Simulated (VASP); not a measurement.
SnO:

```
CELL_PARAMETERS angstrom
3.79860 0.00000 0.00000
0.00000 3.79860 0.00000
0.00000 0.00000 4.84080
ATOMIC_POSITIONS crystal
Sn 0.50000 0.00000 0.23690
Sn 0.00000 0.50000 0.76310
O 0.00000 0.00000 0.00000
O 0.50000 0.50000 0.00000
```

* Program: VASP 6.6.1
* Task: relaxation of cell and atoms
* Functional: PBEsol
* Potentials or basis: VASP PAW PBE potentials, release 64 (Sn_d, O)
* Cutoff: 600 eV
* k mesh: 8 × 8 × 7
* Occupations: fermi-dirac, width 0.1 eV
* Spin: no spin polarisation

At the start: pressure 0.7 GPa; volume 17.46 Å³/atom.

Problem. How do energy, volume and symmetry change on relaxing?

Solution. Over 11 steps the energy falls by 2.5 meV/atom and the volume is 17.09 Å³/atom (-2.1 %); space group P4/nmm (No. 129, to 0.1 Å) before and after.

The path:
| step | energy change (eV) | largest force (eV/Å) | pressure (GPa) | volume (Å³) |
| --- | --- | --- | --- | --- |
| 1 | 0.0000 | 0.3091 | 0.70 | 69.85 |
| 2 | -0.0015 | 0.1160 | -1.32 | 70.62 |
| 3 | -0.0036 | 0.0677 | -0.48 | 70.29 |
| 4 | -0.0053 | 0.0435 | -0.35 | 69.93 |
| 5 | -0.0080 | 0.0256 | 0.00 | 68.86 |
| 6 | -0.0094 | 0.0240 | 0.12 | 68.61 |
| 7 | -0.0097 | 0.0496 | 0.18 | 68.48 |
| 8 | -0.0098 | 0.0615 | 0.17 | 68.42 |
| 9 | -0.0094 | 0.0640 | -0.45 | 68.57 |
| 10 | -0.0099 | 0.0157 | -0.09 | 68.47 |
| 11 | -0.0100 | 0.0003 | -0.03 | 68.36 |

Final structure:
```xyz
4
Lattice="3.8032 0.0000 0.0000 0.0000 3.8032 0.0000 0.0000 0.0000 4.7262" Properties=species:S:1:pos:R:3 pbc="T T T"
Sn    1.9016    0.0000    1.1574
Sn    0.0000    1.9016    3.5688
O     0.0000    0.0000    0.0000
O     1.9016    1.9016    0.0000
```

Caveat: the PAW data sets were made with another functional, which shifts forces and pressure a little.
